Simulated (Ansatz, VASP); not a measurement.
# Ta4H3: VASP beside Ansatz

```
Ta H
1.0
    -3.50500    3.50500    3.50500
     3.50500   -3.50500    3.50500
     3.50500    3.50500   -3.50500
Ta H
8 6
Direct
  0.14000 0.14000 0.14000
  0.50000 0.00000 0.86000
  0.86000 0.50000 0.00000
  0.00000 0.86000 0.50000
  0.00000 0.36000 0.50000
  0.50000 0.00000 0.36000
  0.36000 0.50000 0.00000
  0.64000 0.64000 0.64000
  0.12500 0.75000 0.87500
  0.75000 0.87500 0.12500
  0.87500 0.12500 0.75000
  0.62500 0.37500 0.25000
  0.25000 0.62500 0.37500
  0.37500 0.25000 0.62500
```

Alike in both runs: task relaxation of cell and atoms; functional PBE; k mesh 3 × 3 × 3; occupations gaussian, width 0.2 eV; no spin polarisation.

|  | VASP | Ansatz |
| --- | --- | --- |
| version | VASP 6.6.1 | Ansatz 0.2.0 |
| potentials or method | VASP PAW PBE potentials, release 64 (Ta_pv, H), cutoff 600 eV | scalar-relativistic, plane waves, PAW |
| valence electrons in the cell | 94 | 110 |

Ansatz gave:

```
gap on the k mesh at the Fermi level, each at its own relaxed structure (eV) : none
relaxed volume (Å³/atom)                                                     : 11.49
relaxed cell length with the largest relative difference (Å)                 : 5.934
```

**Question.** Which values does VASP return?

**Answer.** gap on the k mesh at the Fermi level, each at its own relaxed structure (eV): none; relaxed volume (Å³/atom): 11.50; relaxed cell length with the largest relative difference (Å): 5.936.

A gap of «none» marks a metal or a gap that the smearing closes. VASP's potentials hold 94 valence electrons a cell and Ansatz's 110, so a difference there can come from the potentials and not from the codes.

The k mesh is coarse, so the values compare programs but aren't converged. Spin-orbit coupling is off throughout.
